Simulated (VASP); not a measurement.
Here is a VASP 6.6.1 calculation.

INCAR

```
  PREC = Accurate
  ENCUT = 520
  EDIFF = 1E-6
  ISMEAR = 0
  SIGMA = 0.05
  LREAL = F
  LASPH = T
  NELM = 200
  ALGO = Normal
  ISIF = 2
  LWAVE = F
  LCHARG = F
  ISPIN = 2
  MAGMOM = 0 0 0 0 0 0 1
  LORBIT = 11
  LMAXMIX = 4
  LDIPOL = T
  IDIPOL = 3
  DIPOL = 0.5 0.5 0.320
  GGA = PE
  IVDW = 12
  NBANDS = 38
  GGA_COMPAT = F
  NELMDL = -8
```

KPOINTS

```
Automatic mesh
0
Gamma
  9 9 1
```

POSCAR

```
Hf2ClO4
1.0
    3.5874453701      0.0000000000      0.0000000000
   -1.7937226850      3.1068188252      0.0000000000
    0.0000000000      0.0000000000     21.4612281329
O Hf Cl
4 2 1
Direct
    0.0000000000      0.0000000000      0.1863826234
    0.3333333333      0.6666666667      0.2546251504
    0.6666666667      0.3333333333      0.3182215794
    0.0000000000      0.0000000000      0.3895969085
    0.6666666667      0.3333333333      0.2205038869
    0.3333333333      0.6666666667      0.3527665830
    0.0000000000      0.5000000000      0.5200647448
```

Potentials or basis: VASP PAW PBE potentials, release 64 (O, Hf_pv, Cl).

The run is started by

```console
$ cat potpaw_PBE.64/O/POTCAR potpaw_PBE.64/Hf_pv/POTCAR potpaw_PBE.64/Cl/POTCAR > POTCAR
$ mpirun -np 1 vasp_std > vasp.out
```

(1) What does it give for the dispersion energy per atom?

(2) Predict the band gap on the k mesh.

(3) What does it give for the site moments?

Answers

(1) -0.156 eV.

(2) zero (filled and empty bands overlap).

(3) O +0.00, +0.01, +0.06 (each value once); Hf -0.00; Cl +0.70 μB.

Caveat: spin-orbit coupling is left out, which moves the levels of the heavy elements.
